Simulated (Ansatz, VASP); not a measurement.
# Two plane-wave programs on HBr

The input INCAR:

```
SYSTEM = HBr
  PREC = Accurate
  ENCUT = 400
  EDIFF = 1E-6
  ISMEAR = 0
  SIGMA = 0.005
  LREAL = .False.
  LASPH = .True.
  NELM = 120
  ALGO = Normal
  ISIF = 2
  LWAVE = .False.
  LCHARG = .False.
  GGA = PE
  IVDW = 13
  NBANDS = 11
  GGA_COMPAT = .False.
  NELMDL = -8
```

Contents of KPOINTS:

```
regular mesh
0
Gamma
  1 1 1
  0 0 0
```

The input POSCAR:

```
HBr
1.0
   11.7015812861      0.0000000000      0.0000000000
    0.0000000000     12.2015812861      0.0000000000
    0.0000000000      0.0000000000     12.7015812861
Br H
1 1
Direct
    0.5332239300      0.5206789100      0.4517164100
    0.4770437700      0.4930923800      0.5482870400
```

Input for Ansatz:

```yaml
crystal:
  lattice:
    - [11.7015812861, 0.0, 0.0]
    - [0.0, 12.2015812861, 0.0]
    - [0.0, 0.0, 12.7015812861]
  atoms:
    - { symbol: Br, position: [0.53322393, 0.52067891, 0.45171641] }
    - { symbol: H, position: [0.47704377, 0.49309238, 0.54828704] }
hamiltonian:
  xc: pbe
  dispersion: d4
kpoints:
  mp_grid: { grid: [1, 1, 1] }
scf:
  occupations: { method: gaussian, width: 0.005 }
  max_iter: 140
  lower_state_search: "off"
output:
  forces: true
```

Alike in both runs: task single point; functional PBE; dispersion D4; k mesh 1 × 1 × 1; occupations gaussian, width 0.005 eV; no spin polarisation.

|  | VASP | Ansatz |
| --- | --- | --- |
| version | VASP 6.6.1 | Ansatz 0.2.0 |
| potentials or method | VASP PAW PBE potentials, release 64 (Br, H) | scalar-relativistic, plane waves, PAW |
| plane-wave cutoff (eV) | 400 | 420 |
| valence electrons in the cell | 8 | 8 |

|  | VASP | Ansatz | Ansatz less VASP |
| --- | --- | --- | --- |
| rms of the force components (eV/Å) | 0.011 | 0.009 | -0.0014 |

Atom by atom the forces differ by 0.020 eV/Å (rms over components).
